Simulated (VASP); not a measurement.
# ScAl3F (Pm-3m) in VASP: further runs

The runs below take ScAl3F through single point, relaxation of cell and atoms, with PBE.

Everything below comes from runs of VASP 6.6.1. Logs are shortened: lines on timing, memory, paths and dates and some standing lists are left out, and cuts for length are marked.

**1. The cell of the first run**

Symmetry: Pm-3m, No. 221, cubic system. Conventional cell: a = 5.457 Å, b = 5.457 Å, c = 5.457 Å, α = 90.00°, β = 90.00°, γ = 90.00°. Within 3.6 Å of Sc (site symmetry m-3m) lie 6 Al at 2.73 Å. Al (site symmetry 4/mmm) has 2 Sc at 2.73 Å within 3.6 Å. Within 5.1 Å of F (site symmetry m-3m) lie 12 Al at 3.86 Å and 8 Sc at 4.73 Å.

The cell was generated, and may not be a known phase.

**2. Single point, PBE**

Input file INCAR:

```
ALGO = Normal
EDIFF = 1E-6
ENCUT = 520
GGA = PE
ISIF = 2
ISMEAR = 0
LASPH = True
LCHARG = True
LELF = True
LREAL = False
LVHAR = True
LWAVE = False
NBANDS = 22
NELM = 100
PREC = Accurate
SIGMA = 0.1
```

Input file KPOINTS:

```
k-points
0
Gamma
  8 8 8
```

Input file POSCAR:

```
ScAl3F
1.0
    5.4566423593      0.0000000000      0.0000000000
    0.0000000000      5.4566423593      0.0000000000
    0.0000000000      0.0000000000      5.4566423593
Sc Al F
1 3 1
Direct
    0.5000000000      0.5000000000      0.5000000000
    0.0000000000      0.5000000000      0.5000000000
    0.5000000000      0.0000000000      0.5000000000
    0.5000000000      0.5000000000      0.0000000000
    0.0000000000      0.0000000000      0.0000000000
```

Potentials or basis: VASP PAW PBE potentials, release 64 (Sc_sv, Al, F).

Command:

```
$ cat potpaw_PBE.64/Sc_sv/POTCAR potpaw_PBE.64/Al/POTCAR potpaw_PBE.64/F/POTCAR > POTCAR
$ mpirun -np 1 vasp_std > vasp.out
```

OUTCAR:

```text
EDIFF = 1E-6
   ENCUT = 520
   GGA = PE
   ISIF = 2
   ISMEAR = 0
   LASPH = True
   LREAL = False
   NELM = 100
   PREC = Accurate

 ion  position               nearest neighbor table
   1  0.500  0.500  0.500-   2 2.73   3 2.73   4 2.73   4 2.73   3 2.73   2 2.73
   2  0.000  0.500  0.500-   1 2.73   1 2.73
   3  0.500  0.000  0.500-   1 2.73   1 2.73
   4  0.500  0.500  0.000-   1 2.73   1 2.73
   5  0.000  0.000  0.000-

  LATTYP: Found a simple cubic cell.
 ALAT       =     5.4566423593

  Lattice vectors:

 A1 = (   5.4566423593,   0.0000000000,   0.0000000000)
 A2 = (   0.0000000000,   5.4566423593,   0.0000000000)
 A3 = (   0.0000000000,   0.0000000000,   5.4566423593)

Analysis of symmetry for initial positions (statically):
=====================================================================
 Subroutine PRICEL returns:
 Original cell was already a primitive cell.

 Routine SETGRP: Setting up the symmetry group for a
 simple cubic supercell.

 Subroutine GETGRP returns: Found 48 space group operations
 (whereof 48 operations were pure point group operations)
 out of a pool of 48 trial point group operations.

The static configuration has the point symmetry O_h .

Analysis of symmetry for dynamics (positions and initial velocities):
=====================================================================
 Subroutine PRICEL returns:
 Original cell was already a primitive cell.

 Routine SETGRP: Setting up the symmetry group for a
 simple cubic supercell.

 Subroutine GETGRP returns: Found 48 space group operations
 (whereof 48 operations were pure point group operations)
 out of a pool of 48 trial point group operations.

The dynamic configuration has the point symmetry O_h .

 Subroutine INISYM returns: Found 48 space group operations
 (whereof 48 operations are pure point group operations),
 and found     1 'primitive' translations

----------------------------------------------------------------------------------------

                                     Primitive cell

  volume of cell :     162.4712

  direct lattice vectors                    reciprocal lattice vectors
     5.456642359  0.000000000  0.000000000     0.183262881  0.000000000  0.000000000
     0.000000000  5.456642359  0.000000000     0.000000000  0.183262881  0.000000000
     0.000000000  0.000000000  5.456642359     0.000000000  0.000000000  0.183262881

  length of vectors
     5.456642359  5.456642359  5.456642359     0.183262881  0.183262881  0.183262881

  position of ions in fractional coordinates (direct lattice)
     0.500000000  0.500000000  0.500000000
     0.000000000  0.500000000  0.500000000
     0.500000000  0.000000000  0.500000000
     0.500000000  0.500000000  0.000000000
     0.000000000  0.000000000  0.000000000

  ion indices of the primitive-cell ions
   primitive index   ion index
                 1           1
                 2           2
                 3           3
                 4           4
                 5           5

----------------------------------------------------------------------------------------

 KPOINTS: k-points

Automatic generation of k-mesh.
 Grid dimensions read from file:
 generate k-points for:    8    8    8

 Generating k-lattice:

  Cartesian coordinates                     Fractional coordinates (reciprocal lattice)
     0.022907860  0.000000000  0.000000000     0.125000000  0.000000000  0.000000000
     0.000000000  0.022907860  0.000000000     0.000000000  0.125000000  0.000000000
     0.000000000  0.000000000  0.022907860     0.000000000  0.000000000  0.125000000

  Length of vectors
     0.022907860  0.022907860  0.022907860

  Shift w.r.t. Gamma in fractional coordinates (k-lattice)
     0.000000000  0.000000000  0.000000000

 Subroutine IBZKPT returns following result:
 ===========================================

 Found     35 irreducible k-points:

 Following reciprocal coordinates:
            Coordinates               Weight
  0.000000  0.000000  0.000000      1.000000
  0.125000  0.000000  0.000000      6.000000
  0.250000  0.000000  0.000000      6.000000
  0.375000  0.000000  0.000000      6.000000
  0.500000  0.000000  0.000000      3.000000
  0.125000  0.125000  0.000000     12.000000
[... 16 lines left out ...]
  0.375000  0.375000  0.125000     24.000000
  0.500000  0.375000  0.125000     24.000000
 [... further k-points ...]
   k-points           NKPTS =     35   k-points in BZ     NKDIM =     35   number of bands    NBANDS=     22
   number of dos      NEDOS =    301   number of ions     NIONS =      5
   total plane-waves  NPLWV =  74088
   dimension x,y,z NGX =    42 NGY =   42 NGZ =   42
   dimension x,y,z NGXF=    84 NGYF=   84 NGZF=   84
   ions per type =               1   3   1
   NGX,Y,Z   is equivalent  to a cutoff of  12.80, 12.80, 12.80 a.u.
   NGXF,Y,Z  is equivalent  to a cutoff of  25.59, 25.59, 25.59 a.u.
 SYSTEM =  unknown system
   PREC   = accura    normal or accurate (medium, high low for compatibility)
   ISTART =      0    job   : 0-new  1-cont  2-samecut
   ICHARG =      2    charge: 1-file 2-atom 10-const
   ISPIN  =      1    spin polarized calculation?
   LNONCOLLINEAR =      F non collinear calculations
   LSORBIT =      F    spin-orbit coupling
   LASPH  =      T    aspherical Exc in radial PAW
   ENCUT  =  520.0 eV  38.22 Ry    6.18 a.u.  10.15 10.15 10.15*2*pi/ulx,y,z
   NELM   =    100;   NELMIN=  2; NELMDL= -5     # of ELM steps
   EDIFF  = 0.1E-05   stopping-criterion for ELM
   LREAL  =      F    real-space projection
   EDIFFG = 0.1E-04   stopping-criterion for IOM
   NSW    =      0    number of steps for IOM
   IBRION =     -1    ionic relax: 0-MD 1-quasi-New 2-CG
   NFREE  =      0    steps in history (QN), initial steepest desc. (CG)
   ISIF   =      2    stress and relaxation
   ISYM   =      2    0-nonsym 1-usesym 2-fastsym
   POTIM  = 0.5000    time-step for ionic-motion
   TEBEG  =    0.0;   TEEND  =   0.0 temperature during run
   PSTRESS=    0.0 pullay stress
   NELECT =      27.0000    total number of electrons
   NUPDOWN=      -1.0000    fix difference up-down
   EMIN   =  10.00;   EMAX   =-10.00  energy-range for DOS
   EFERMI =   0.00;   METHOD = LEGACY
   ISMEAR =     0;   SIGMA  =   0.10  broadening in eV -4-tet -1-fermi 0-gaus
   EFERMI_NEDOS =   21; number of points for ismear=-14 and -15
   IALGO  =     38    algorithm
   IMIX   =      4    mixing-type and parameters
     AMIX     =   0.40;   BMIX     =  1.00
     AMIX_MAG =   1.60;   BMIX_MAG =  1.00
  volume/ion in A,a.u.               =      32.49       219.28
  Fermi-wavevector in a.u.,A,eV,Ry     =   0.900058  1.700863 11.022145  0.810105
  Thomas-Fermi vector in A             =   2.022969
   LORBIT       =      0    0 simple, 1 ext, 2 COOP (PROOUT), +10 PAW based schemes
   GGA     = PE    functional components
   LHFCALC =     F    Hartree Fock is set to
   AEXX    =    0.0000 exact exchange contribution
   IVDW    =     0    specifies the selected vdW correction
   LEPSILON=     F    determine dielectric tensor
   LRPA    =     F    only Hartree local field effects (RPA)
 non-spin polarized calculation
 Gauss-broadening in eV      SIGMA  =   0.10
  energy-cutoff  :      520.00
  volume of cell :      162.47
 maximum number of plane-waves:      4416
 NGX is ok and might be reduce to    42
   NGX = 21   NGY = 21   NGZ = 21

 number of electron      26.9999993 magnetization

 Free energy of the ion-electron system (eV)
  ---------------------------------------------------
  ext. energy  EPLUGINS =         0.00000000
  ---------------------------------------------------
  free energy    TOTEN  =       -15.54690714 eV

  energy without entropy =      -15.45276767  energy(sigma->0) =      -15.49983741

 E-fermi :   0.5267     XC(G=0):  -7.3493

 val. band max:        0.5261057022   @ k =   0.5000   0.3750   0.2500
 cond. band min:       0.5284360770   @ k =   0.3750   0.3750   0.2500
 fundamental gap:      0.0023303747
 Fermi energy:         0.5266743935

 k-point     1 :       0.0000    0.0000    0.0000
  band No.  band energies     occupation
      1     -48.5884      2.00000
      2     -27.2914      2.00000
      3     -27.2914      2.00000
      4     -27.2914      2.00000
      5     -19.0171      2.00000
      6      -5.4070      2.00000
[... 14 lines left out ...]
     21       3.7997      0.00000
     22       3.7997      0.00000

 k-point     2 :       0.1250    0.0000    0.0000
  band No.  band energies     occupation
      1     -48.5884      2.00000
      2     -27.2916      2.00000
      3     -27.2913      2.00000
      4     -27.2913      2.00000
      5     -19.0170      2.00000
      6      -5.3473      2.00000
[... 14 lines left out ...]
     21       3.9083      0.00000
     22       3.9150      0.00000

 k-point     3 :       0.2500    0.0000    0.0000
  band No.  band energies     occupation
      1     -48.5884      2.00000
      2     -27.2923      2.00000
      3     -27.2913      2.00000
      4     -27.2913      2.00000
      5     -19.0167      2.00000
      6      -5.1824      2.00000
[... 14 lines left out ...]
     21       4.1513      0.00000
     22       4.1513      0.00000
[... 476 lines left out ...]
 k-point    23 :       0.3750    0.3750    0.1250
  band No.  band energies     occupation
      1     -48.5883      2.00000
      2     -27.2930      2.00000
      3     -27.2930      2.00000
      4     -27.2916      2.00000
      5     -19.0164      2.00000
      6      -4.3613      2.00000
[... 14 lines left out ...]
     21       4.5457      0.00000
     22       4.7219      0.00000

 k-point    24 :       0.5000    0.3750    0.1250
  band No.  band energies     occupation
      1     -48.5883      2.00000
      2     -27.2933      2.00000
      3     -27.2930      2.00000
      4     -27.2916      2.00000
      5     -19.0164      2.00000
      6      -4.1902      2.00000
[... 14 lines left out ...]
     21       4.6030      0.00000
     22       4.8673      0.00000

 [... further k-points ...]

------------------------ aborting loop because EDIFF is reached ----------------------------------------

  FORCE on cell =-STRESS in cart. coord.  units (eV):
  Direction    XX          YY          ZZ          XY          YZ          ZX
  --------------------------------------------------------------------------------------
  -------------------------------------------------------------------------------------
  Total       -0.0122906     -0.0122906     -0.0122906     -0.0000000      0.0000000      0.0000000
  in kB       -0.1212017     -0.1212017     -0.1212017     -0.0000000      0.0000000      0.0000000
  external PRESSURE =      -0.1212017 kB  Pullay stress =       0.0000000 kB

 VOLUME and BASIS-vectors are now :
 -----------------------------------------------------------------------------
  energy-cutoff  :      520.00
  volume of cell :      162.47
      direct lattice vectors                 reciprocal lattice vectors
     5.456642359  0.000000000  0.000000000     0.183262881  0.000000000  0.000000000
     0.000000000  5.456642359  0.000000000     0.000000000  0.183262881  0.000000000
     0.000000000  0.000000000  5.456642359     0.000000000  0.000000000  0.183262881

 POSITION                                       TOTAL-FORCE (eV/Angst)
 -----------------------------------------------------------------------------------
      2.72832      2.72832      2.72832         0.000000      0.000000      0.000000
      0.00000      2.72832      2.72832         0.000000      0.000000      0.000000
      2.72832      0.00000      2.72832         0.000000      0.000000      0.000000
      2.72832      2.72832      0.00000         0.000000      0.000000      0.000000
      0.00000      0.00000      0.00000         0.000000      0.000000      0.000000
 -----------------------------------------------------------------------------------
    total drift:                                0.000000     -0.000000     -0.000000

  FREE ENERGIE OF THE ION-ELECTRON SYSTEM (eV)
  ---------------------------------------------------
  free  energy   TOTEN  =       -15.5469071443 eV

  energy  without entropy=      -15.4527676727  energy(sigma->0) =      -15.49983741
```

Wall time 88 s (1 thread of Intel Xeon Platinum 8488C (Sapphire Rapids), shared host); peak memory 0.32 GiB.

Results:

```yaml
Free_energy: -15.5469 eV
Pressure: 0.0 GPa
Band_gap_on_the_k_mesh: zero (an odd number of electrons rules out a gap without spin polarisation)
```

Caveat: an odd number of electrons without spin polarisation forces a metal; a magnetic or distorted state may lie lower.

[end of part 1 of 2]
